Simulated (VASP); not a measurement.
Ca, 1 atom in the cell. It takes space group Fm-3m (No. 225, cubic). The conventional cell has a = 5.343 Å, b = 5.343 Å, c = 5.343 Å, α = 90.00°, β = 90.00°, γ = 90.00°. Within 5.0 Å of Ca (site symmetry m-3m) lie 12 Ca at 3.78 Å. 

| Item | Value |
| --- | --- |
| Program | VASP 6.6.1 |
| Task | single point |
| Functional | LDA |
| Potentials or basis | VASP PAW LDA potentials, release 64 (Ca_sv) |
| Cutoff | 520 eV |
| k mesh | 10 × 10 × 10 |
| Occupations | fermi-dirac, width 0.1 eV |
| Spin | no spin polarisation |
| Dipole correction | no |
| Further INCAR settings | ALGO = Normal; EDIFF = 1e-07; NBANDS = 11 |

Potentials or basis: VASP PAW LDA potentials, release 64 (Ca_sv).

Command:

```console
$ cat potpaw_LDA.64/Ca_sv/POTCAR > POTCAR
$ mpirun -np 1 vasp_std > vasp.out
```

Hardware: 1 thread of Intel(R) Xeon(R) 6975P-C (Granite Rapids), with other jobs on the host.

How long does it take, and how much memory?

Run time: 7.9 s on 1 thread of Intel(R) Xeon(R) 6975P-C (Granite Rapids), on a shared host, peak memory 0.14 GiB. Counts: scf iterations 12, k points 47.
